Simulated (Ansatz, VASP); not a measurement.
# Two plane-wave programs on Zr3TiN4

The input INCAR:

```
SYSTEM = Zr3TiN4
PREC = Accurate
ENCUT = 520
EDIFF = 1E-6
ISMEAR = 0
SIGMA = 0.1
LREAL = .FALSE.
LASPH = .TRUE.
NELM = 100
ALGO = Normal
ISIF = 2
LWAVE = .FALSE.
LCHARG = .FALSE.
GGA = PE
NBANDS = 44
```

KPOINTS

```
regular mesh
0
G
  4 4 4
  0 0 0
```

POSCAR

```
Zr3TiN4
1.0
    4.5272824000      0.0000000000      0.0000000000
    0.0000000000      4.5272824000      0.0000000000
    0.0000000000      0.0000000000      4.5272824000
Zr Ti N
3 1 4
Direct
    0.0000000000      0.0000000000      0.5000000000
    0.5000000000      0.0000000000      0.0000000000
    0.0000000000      0.5000000000      0.0000000000
    0.5000000000      0.5000000000      0.5000000000
    0.5000000000      0.5000000000      0.0000000000
    0.0000000000      0.5000000000      0.5000000000
    0.5000000000      0.0000000000      0.5000000000
    0.0000000000      0.0000000000      0.0000000000
```

Input for Ansatz:

```yaml
crystal:
  lattice:
    - [4.5272824, 0.0, 0.0]
    - [0.0, 4.5272824, 0.0]
    - [0.0, 0.0, 4.5272824]
  atoms:
    - { symbol: Zr, position: [0.0, 0.0, 0.5] }
    - { symbol: Zr, position: [0.5, 0.0, 0.0] }
    - { symbol: Zr, position: [0.0, 0.5, 0.0] }
    - { symbol: Ti, position: [0.5, 0.5, 0.5] }
    - { symbol: "N", position: [0.5, 0.5, 0.0] }
    - { symbol: "N", position: [0.0, 0.5, 0.5] }
    - { symbol: "N", position: [0.5, 0.0, 0.5] }
    - { symbol: "N", position: [0.0, 0.0, 0.0] }
basis:
  ecutwfc: 420
kpoints:
  mp_grid: { grid: [4, 4, 4] }
hamiltonian:
  xc: pbe
scf:
  occupations: { method: gaussian, width: 0.1 }
  lower_state_search: "off"
output:
  forces: true
  stress: true
  eigenvalues: true
```

Alike in both runs: task single point; functional PBE; k mesh 4 × 4 × 4; occupations gaussian, width 0.1 eV; no spin polarisation.

```csv
,VASP,Ansatz
version,VASP 6.6.1,Ansatz 0.2.0
potentials or method,"VASP PAW PBE potentials, release 64 (Zr_sv, Ti_sv, N), cutoff 520 eV","scalar-relativistic, plane waves, PAW"
valence electrons in the cell,68,68
```

|  | VASP | Ansatz | Ansatz less VASP |
| --- | --- | --- | --- |
| gap on the k mesh at the Fermi level (eV) | none | none | - |
| pressure (GPa) | 0.1 | -0.2 | -0.26 |

A gap of «none» marks a metal or a gap that the smearing closes.
